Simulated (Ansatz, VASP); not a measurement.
## LiS3 in VASP and in Ansatz

File INCAR:

```
SYSTEM = LiS3
  PREC = Accurate
  ENCUT = 520
  EDIFF = 1E-7
  ISMEAR = 0
  SIGMA = 0.1
  LREAL = .FALSE.
  LASPH = .TRUE.
  NELM = 60
  ALGO = Normal
  ISIF = 2
  LWAVE = .FALSE.
  LCHARG = .FALSE.
  GGA = PE
  NBANDS = 31
```

File KPOINTS:

```
Automatic mesh
0
G
  4 4 2
  0 0 0
```

File POSCAR:

```
LiS3
1.0
    4.2823209054      0.0000000000      0.0000000000
    0.4608806014      5.3436759239      0.0000000000
    0.6488006032      0.0817292055      8.6331848377
Li S
2 6
Direct
    0.2601448960      0.2607474985      0.4985491991
    0.7298202976      0.2960727747      0.9099759743
    0.1975988585      0.4795232110      0.0018165792
    0.7457266264      0.1959463778      0.6312908217
    0.8251027092      0.9937595285      0.1336564149
    0.2446516213      0.7390668191      0.4922504398
    0.1478939934      0.2237372480      0.1763837601
    0.8490609976      0.8111465424      0.6294028809
```

Input for Ansatz:

```yaml
crystal:
  lattice:
    - [4.2823209054, 0.0, 0.0]
    - [0.4608806014, 5.3436759239, 0.0]
    - [0.6488006032, 0.0817292055, 8.6331848377]
  atoms:
    - { symbol: Li, position: [0.260144896, 0.2607474985, 0.4985491991] }
    - { symbol: Li, position: [0.7298202976, 0.2960727747, 0.9099759743] }
    - { symbol: S, position: [0.1975988585, 0.479523211, 0.0018165792] }
    - { symbol: S, position: [0.7457266264, 0.1959463778, 0.6312908217] }
    - { symbol: S, position: [0.8251027092, 0.9937595285, 0.1336564149] }
    - { symbol: S, position: [0.2446516213, 0.7390668191, 0.4922504398] }
    - { symbol: S, position: [0.1478939934, 0.223737248, 0.1763837601] }
    - { symbol: S, position: [0.8490609976, 0.8111465424, 0.6294028809] }
basis:
  ecutwfc: 420
kpoints:
  mp_grid: { grid: [4, 4, 2] }
hamiltonian:
  xc: pbe
scf:
  occupations: { method: gaussian, width: 0.1 }
  lower_state_search: "off"
output:
  forces: true
  stress: true
  eigenvalues: true
```

Change from the starting cell: the structure that the rattled cell fell into.

Alike in both runs: task single point; functional PBE; k mesh 4 × 4 × 2; occupations gaussian, width 0.1 eV; no spin polarisation.

|  | VASP | Ansatz |
| --- | --- | --- |
| version | VASP 6.6.1 | Ansatz 0.2.0 |
| potentials or method | VASP PAW PBE potentials, release 64 (Li_sv, S), cutoff 520 eV | scalar-relativistic, plane waves, PAW |
| valence electrons in the cell | 42 | 42 |

Ansatz gave:

- gap on the k mesh at the Fermi level (eV): none
- rms of the force components (eV/Å): 0.032

**Question.** Which values does VASP return?

**Answer.** gap on the k mesh at the Fermi level (eV): none; rms of the force components (eV/Å): 0.088.

Atom by atom the forces differ by 0.068 eV/Å (rms over components). A gap of «none» marks a metal or a gap that the smearing closes.

The k mesh is coarse, so the values compare programs but aren't converged. Noted on VASP's run: the cutoff is short for stress, so the pressure is rough.
